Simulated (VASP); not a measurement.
The system is RbBr.

```
Rb Br
1.0
     5.89014    0.00000    0.00000
    -2.94507    5.10101    0.00000
     0.00000    0.00000    6.87033
Rb Br
2 2
Direct
  0.33333 0.66667 0.93750
  0.66667 0.33333 0.43750
  0.33333 0.66667 0.43750
  0.66667 0.33333 0.93750
```

Base run:

| Property | Result |
| --- | --- |
| Program | VASP 6.6.1 |
| Functional | PBE |
| Potentials or basis | VASP PAW PBE potentials, release 64 (Rb_sv, Br) |
| Cutoff | 520 eV |
| k mesh | 6 × 6 × 4 |
| Occupations | gaussian, width 0.01 eV |
| Spin | no spin polarisation |

Its results: band gap on the k mesh 4.06 eV; pressure 0.3 GPa.

The run is repeated on the same cell with these changes: functional from PBE to r2SCAN. What comes out?

Band gap on the k mesh 4.65 eV; pressure 0.0 GPa.

Caveats: the structure was generated, so it needn't be the stable form of RbBr; the PAW data sets were made with another functional, which shifts forces and pressure a little (at least some runs).

A k mesh can miss the band edges.
